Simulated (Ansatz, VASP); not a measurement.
## F in VASP and in Ansatz

The input INCAR:

```
SYSTEM = F
PREC     = Accurate       ! precision mode
ENCUT    = 520            ! plane-wave cutoff, eV
EDIFF    = 1E-6           ! SCF threshold, eV
ISMEAR   = -1             ! smearing method
SIGMA    = 0.05           ! smearing width, eV
LREAL    = .FALSE.        ! projectors in reciprocal space
LASPH    = .TRUE.         ! aspherical terms in the spheres
NELM     = 60             ! most SCF steps
ALGO     = Normal         ! electronic algorithm
ISIF     = 2              ! what is computed and relaxed
LWAVE    = .FALSE.        ! write WAVECAR
LCHARG   = .FALSE.        ! write CHGCAR
GGA      = PS             ! functional
NBANDS   = 22             ! bands
```

Contents of KPOINTS:

```
regular mesh
0
G
  9 9 4
  0 0 0
```

POSCAR

```
F
1.0
    2.8656671769     -1.7060430273      0.1650690630
    2.8656671769      1.7060430273      0.1650690630
   -1.1721094184      0.0000000000      6.4156117742
F
4
Direct
    0.9217777019      0.5857884117      0.0939778158
    0.4142115883      0.0782222981      0.4060221842
    0.0782222981      0.4142115883      0.9060221842
    0.5857884117      0.9217777019      0.5939778158
```

Input for Ansatz:

```yaml
crystal:
  lattice:
    - [2.8656671769, -1.7060430273, 0.165069063]
    - [2.8656671769, 1.7060430273, 0.165069063]
    - [-1.1721094184, 0.0, 6.4156117742]
  atoms:
    - { symbol: F, position: [0.9217777019, 0.5857884117, 0.0939778158] }
    - { symbol: F, position: [0.4142115883, 0.0782222981, 0.4060221842] }
    - { symbol: F, position: [0.0782222981, 0.4142115883, 0.9060221842] }
    - { symbol: F, position: [0.5857884117, 0.9217777019, 0.5939778158] }
hamiltonian:
  xc: pbesol
  pseudopotentials:
    kind: paw
    azcp:
      F: "pseudopotentials/F.paw.azcp"
basis:
  ecutwfc: 420
  fft_grid_basis: typed
kpoints:
  mp_grid: { grid: [9, 9, 4], shift: [0, 0, 0] }
magnetization:
  spin_polarized: false
scf:
  occupations: { method: fermi_dirac, width: 0.05 }
  lower_state_search: "off"
output:
  stress: true
  write_density: true
  write_potential: true
  elf: true
  volumetric_format: npy
```

Alike in both runs: task single point; functional PBEsol; k mesh 9 × 9 × 4; occupations fermi-dirac, width 0.05 eV; no spin polarisation.

|  | VASP | Ansatz |
| --- | --- | --- |
| version | VASP 6.6.1 | Ansatz 0.2.0 |
| potentials or method | VASP PAW PBE potentials, release 64 (F), cutoff 520 eV | plane waves (420 eV) with PAW, scalar-relativistic |
| valence electrons in the cell | 28 | 28 |

```tsv
	VASP	Ansatz	Ansatz less VASP
gap on the k mesh at the Fermi level (eV)	3.78	3.87	+0.091
pressure (GPa)	7.1	6.4	-0.71
traceless stress, the component that is largest in VASP (GPa)	10.58	8.64	-1.940
```

VASP's potentials were made for PBE, not for PBEsol, and Ansatz warns of the same on its side.
